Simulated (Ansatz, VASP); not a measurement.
**One calculation of Si17O32, two programs**

```
Si O
1.0
    -9.01628    0.00000    0.00000
     0.00000  -10.25462    0.00000
     0.00000    0.00000    8.99270
Si O
17 32
Direct
  0.32448 0.62974 0.91022
  0.17476 0.63326 0.58814
  0.32436 0.36372 0.09042
  0.17582 0.36762 0.41312
  0.67403 0.62931 0.90910
  0.67473 0.36328 0.08928
  0.82338 0.63298 0.58690
  0.82387 0.36725 0.41199
  0.82922 0.13079 0.90811
  0.67154 0.13473 0.59206
  0.82264 0.86198 0.09155
  0.67022 0.86724 0.40876
  0.17012 0.13131 0.90915
  0.17633 0.86252 0.09264
  0.32817 0.13502 0.59304
  0.32794 0.86743 0.40988
  0.99898 0.64227 0.22092
  0.70296 0.49730 0.00066
  0.74035 0.37206 0.25468
  0.78884 0.49721 0.50520
  0.99995 0.35225 0.38582
  0.26025 0.37365 0.25633
  0.75975 0.62285 0.75351
  0.29576 0.49732 0.00109
  0.23736 0.62449 0.75530
  0.24371 0.24504 0.00634
  0.99971 0.16708 0.87327
  0.99901 0.65988 0.59584
  0.99953 0.81345 0.11070
  0.21000 0.49695 0.50783
  0.26654 0.75499 0.00205
  0.23488 0.24441 0.50666
  0.25545 0.75175 0.50438
  0.17270 0.99618 0.00099
  0.24164 0.89018 0.25478
  0.31767 0.99992 0.50374
  0.49895 0.83383 0.37423
  0.75581 0.88907 0.25316
  0.26054 0.11373 0.75679
  0.82679 0.99614 0.00080
  0.73998 0.11204 0.75521
  0.73337 0.75492 0.99933
  0.49919 0.64847 0.88074
  0.49994 0.17832 0.60651
  0.49952 0.33438 0.09820
  0.68127 0.00025 0.50150
  0.75421 0.24481 0.00372
  0.74297 0.75189 0.50363
  0.76475 0.24453 0.50629
```

Alike in both runs: functional LDA; k mesh 1 × 1 × 1; occupations fermi-dirac, width 0.02 eV; no spin polarisation.

Ansatz relaxed the structure, and its values are those at the end. VASP's run is a single point on that final structure, the one shown.

|  | VASP | Ansatz |
| --- | --- | --- |
| version | VASP 6.6.1 | Ansatz 0.2.0 |
| potentials or method | VASP PAW LDA potentials, release 64 (Si, O), cutoff 520 eV | scalar-relativistic, plane waves, PAW |
| valence electrons in the cell | 260 | 260 |

VASP gave:

```
rms of the force components (eV/Å) : 0.017
```

Problem. What did Ansatz give for the same quantities?

Solution. rms of the force components (eV/Å): 0.013.

Ansatz warns that its potentials were made for another functional, while VASP's fit it. LDA's correlation is that of Perdew and Zunger in VASP and of Perdew and Wang (1992) in Ansatz.
